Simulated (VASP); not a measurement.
Cu3Ge:

```
Cu Ge
1.0
     2.74179    0.00000    0.00000
    -1.37089    2.37446    0.00000
     0.00000    0.00000    8.27563
Cu Ge
3 1
Direct
  0.00000 0.00000 0.50000
  0.66667 0.33333 0.74203
  0.66667 0.33333 0.25797
  0.00000 0.00000 0.00000
```

```yaml
Program: VASP 6.6.1
Task: relaxation of cell and atoms
Functional: LDA
Potentials_or_basis: VASP PAW LDA potentials, release 64 (Cu, Ge_d)
Cutoff: 600 eV
k_mesh: 18 × 18 × 6
Occupations: gaussian, width 0.1 eV
Spin: no spin polarisation
```

At the start: pressure -10.2 GPa; volume 13.47 Å³/atom.

**Question.** Where does the relaxation end?

**Answer.** Over 9 steps the energy falls by 39.2 meV/atom and the volume is 12.34 Å³/atom (-8.3 %); space group P-6m2 (No. 187, to 0.05 Å).

The path:
```csv
step,energy change (eV),largest force (eV/Å),pressure (GPa),volume (Å³)
1,0.0000,0.1164,-10.20,53.88
2,-0.1189,0.0896,6.46,47.46
3,-0.1566,0.0129,0.03,49.40
4,-0.1566,0.0097,-0.28,49.49
5,-0.1566,0.0049,-0.28,49.48
6,-0.1566,0.0048,-0.24,49.47
7,-0.1566,0.0035,-0.20,49.44
8,-0.1567,0.0004,0.06,49.36
9,-0.1567,0.0009,0.04,49.38
```

Final structure:
```
Cu Ge
1.0
     2.66565    0.00000    0.00000
    -1.33282    2.30852    0.00000
     0.00000    0.00000    8.02411
Cu Ge
3 1
Direct
  0.00000 0.00000 0.50000
  0.66667 0.33333 0.74176
  0.66667 0.33333 0.25824
  0.00000 0.00000 0.00000
```
